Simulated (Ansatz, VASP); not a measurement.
Two plane-wave programs on AgCl

```
CELL_PARAMETERS angstrom
0.00000 2.68996 2.68996
2.68996 0.00000 2.68996
2.68996 2.68996 0.00000
ATOMIC_POSITIONS crystal
Ag 0.50000 0.50000 0.50000
Cl 0.00000 0.00000 0.00000
```

Change from the starting cell: strain -0.030 along x and y, -0.030 along z, atoms carried along.

Alike in both runs: task single point; functional r2SCAN; k mesh 8 × 8 × 8; occupations gaussian, width 0.05 eV; no spin polarisation.

|  | VASP | Ansatz |
| --- | --- | --- |
| version | VASP 6.6.1 | Ansatz 0.2.0 |
| potentials or method | VASP PAW PBE potentials, release 64 (Ag, Cl), cutoff 520 eV | scalar-relativistic, plane waves, PAW |
| valence electrons in the cell | 18 | 26 |

```csv
,VASP,Ansatz,Ansatz less VASP
gap on the k mesh at the Fermi level (eV),1.44,1.49,+0.054
least direct gap on the mesh (eV),4.06,4.10,+0.045
pressure (GPa),5.7,5.8,+0.05
```

VASP's potentials were made for PBE, not for r2SCAN. With one functional, cell and mesh, what is left measures potentials, basis and numerics. VASP's potentials hold 18 valence electrons a cell and Ansatz's 26, so a difference there can come from the potentials and not from the codes.
